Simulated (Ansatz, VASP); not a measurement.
## One calculation of Y2ScAs3, two programs

```
Y Sc As
1.0
     3.25414    1.87878    4.02688
    -3.25414    1.87878    4.02688
     0.00000   -3.75756    4.02688
Y Sc As
2 1 3
Direct
  0.76252 0.76252 0.76252
  0.23748 0.23748 0.23748
  0.00000 0.00000 0.00000
  0.50000 0.50000 0.00000
  0.00000 0.50000 0.50000
  0.50000 0.00000 0.50000
```

Alike in both runs: task relaxation of cell and atoms; functional PBE; k mesh 3 × 3 × 3; occupations gaussian, width 0.1 eV; no spin polarisation.

|  | VASP | Ansatz |
| --- | --- | --- |
| version | VASP 6.6.1 | Ansatz 0.2.0 |
| potentials or method | VASP PAW PBE potentials, release 64 (Y_sv, Sc_sv, As), cutoff 600 eV | scalar-relativistic, plane waves, PAW |
| valence electrons in the cell | 48 | 78 |

```csv
,VASP,Ansatz,Ansatz less VASP
"gap on the k mesh at the Fermi level, each at its own relaxed structure (eV)",none,none,-
relaxed volume (Å³/atom),29.37,29.44,+0.070
relaxed cell length with the largest relative difference (Å),6.850,6.875,+0.0251
```

A gap of «none» marks a metal or a gap that the smearing closes. VASP's potentials hold 48 valence electrons a cell and Ansatz's 78, so a difference there can come from the potentials and not from the codes.

The k mesh is coarse, so the values compare programs but aren't converged. Noted on VASP's run: the volume moved by over 15 % at a fixed basis, so the end points are rough.
